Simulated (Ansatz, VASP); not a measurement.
CO2: VASP beside Ansatz

The input INCAR:

```
PREC     = Accurate       # precision mode
ENCUT    = 520            # plane-wave cutoff, eV
EDIFF    = 1E-7           # SCF threshold, eV
ISMEAR   = 0              # smearing method
SIGMA    = 0.05           # smearing width, eV
LREAL    = False          # projectors in reciprocal space
LASPH    = True           # aspherical terms in the spheres
NELM     = 80             # most SCF steps
ALGO     = Normal         # electronic algorithm
ISIF     = 2              # what is computed and relaxed
LWAVE    = False          # write WAVECAR
LCHARG   = False          # write CHGCAR
GGA      = PE             # functional
NBANDS   = 44             # bands
```

File KPOINTS:

```
regular mesh
0
Gamma
  4 4 4
```

POSCAR

```
CO2
1.0
    6.1842820733      0.0000000000      0.0000000000
    0.0000000000      6.1842820733      0.0000000000
    0.0000000000      0.0000000000      6.1842820733
C O
4 8
Direct
    0.0000000000      0.0000000000      0.0000000000
    0.5000000000      0.0000000000      0.5000000000
    0.5000000000      0.5000000000      0.0000000000
    0.0000000000      0.5000000000      0.5000000000
    0.1114834447      0.1114834447      0.1114834447
    0.3885165553      0.8885165553      0.6114834447
    0.6114834447      0.3885165553      0.8885165553
    0.8885165553      0.6114834447      0.3885165553
    0.8885165553      0.8885165553      0.8885165553
    0.6114834447      0.1114834447      0.3885165553
    0.3885165553      0.6114834447      0.1114834447
    0.1114834447      0.3885165553      0.6114834447
```

Input for Ansatz:

```yaml
crystal:
  lattice:
    - [6.1842820733, 0.0, 0.0]
    - [0.0, 6.1842820733, 0.0]
    - [0.0, 0.0, 6.1842820733]
  atoms:
    - { symbol: C, position: [0.0, 0.0, 0.0] }
    - { symbol: C, position: [0.5, 0.0, 0.5] }
    - { symbol: C, position: [0.5, 0.5, 0.0] }
    - { symbol: C, position: [0.0, 0.5, 0.5] }
    - { symbol: O, position: [0.1114834447, 0.1114834447, 0.1114834447] }
    - { symbol: O, position: [0.3885165553, 0.8885165553, 0.6114834447] }
    - { symbol: O, position: [0.6114834447, 0.3885165553, 0.8885165553] }
    - { symbol: O, position: [0.8885165553, 0.6114834447, 0.3885165553] }
    - { symbol: O, position: [0.8885165553, 0.8885165553, 0.8885165553] }
    - { symbol: O, position: [0.6114834447, 0.1114834447, 0.3885165553] }
    - { symbol: O, position: [0.3885165553, 0.6114834447, 0.1114834447] }
    - { symbol: O, position: [0.1114834447, 0.3885165553, 0.6114834447] }
basis:
  ecutwfc: 520.0
kpoints:
  mp_grid: { grid: [4, 4, 4] }
hamiltonian:
  xc: pbe
scf:
  occupations: { method: gaussian, width: 0.05 }
output:
  forces: true
  stress: true
  eigenvalues: true
```

Alike in both runs: task single point; functional PBE; k mesh 4 × 4 × 4; occupations gaussian, width 0.05 eV; no spin polarisation.

|  | VASP | Ansatz |
| --- | --- | --- |
| version | VASP 6.6.1 | Ansatz 0.2.0 |
| potentials or method | VASP PAW PBE potentials, release 64 (C, O), cutoff 520 eV | scalar-relativistic, plane waves, PAW |
| valence electrons in the cell | 64 | 64 |

```csv
,VASP,Ansatz,Ansatz less VASP
gap on the k mesh at the Fermi level (eV),6.42,6.44,+0.017
least direct gap on the mesh (eV),6.42,6.44,+0.017
pressure (GPa),-4.0,-5.0,-0.96
rms of the force components (eV/Å),0.821,1.074,+0.2527
```

Atom by atom the forces differ by 0.253 eV/Å (rms over components).

Noted on VASP's run: the standard files for N, O and F lose accuracy on very short bonds.
